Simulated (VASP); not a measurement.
Write the native input for VASP 6.6.1 that does the following.

* Task: relaxation of cell and atoms
* Functional: PBEsol
* Potentials or basis: VASP PAW PBE potentials, release 64 (Ti_sv)
* Cutoff: 600 eV
* k mesh: 18 × 18 × 10
* Occupations: gaussian, width 0.1 eV
* Spin: no spin polarisation
* Dipole correction: no
* Further INCAR settings: ALGO = Fast; EDIFF = 1e-06; IBRION = 2; EDIFFG = -0.005; NSW = 100; ISIF = 3

The structure of Ti lies in POSCAR:

```
Ti
1.0
    2.9500000000      0.0000000000      0.0000000000
   -1.4750000000      2.5547749412      0.0000000000
    0.0000000000      0.0000000000      4.6800000000
Ti
2
Direct
    0.3333333333      0.6666666667      0.2500000000
    0.6666666667      0.3333333333      0.7500000000
```

One way to write it, as run:

INCAR

```
SYSTEM = Ti
PREC = Accurate ; ENCUT = 600
EDIFF = 1E-6 ; ISMEAR = 0
SIGMA = 0.1 ; LREAL = .False.
LASPH = .True. ; NELM = 80
ALGO = Fast ; ISIF = 3
LWAVE = .False. ; LCHARG = .False.
GGA = PS ; IBRION = 2
NSW = 100 ; EDIFFG = -0.005
```

KPOINTS

```
Automatic mesh
0
Gamma
  18 18 10
  0 0 0
```

Potentials or basis: VASP PAW PBE potentials, release 64 (Ti_sv).

Command:

```sh
$ cat potpaw_PBE.64/Ti_sv/POTCAR > POTCAR
$ mpirun -np 1 vasp_std > vasp.out
```

It gave:

The relaxed volume is 16.68 Å³/atom. The relaxed cell is a = 2.898 Å, b = 2.898 Å, c = 4.588 Å, α = 90.00°, β = 90.00°, γ = 120.00°. The space group after relaxing (to 0.05 Å) is P6_3/mmc (No. 194), the energy gained by relaxing is 18.6 meV/atom and the ionic steps are 15. The pressure after relaxing is 0.0 GPa and the band gap on the k mesh is zero (band 12 reaches 9.43 eV, above the bottom of band 13 at 8.32 eV).

Caveat: the PAW data sets were made with another functional, which shifts forces and pressure a little.

It took 33 min on 1 thread of Intel Xeon 6975P-C, on a shared host, peak memory 0.3 GiB.
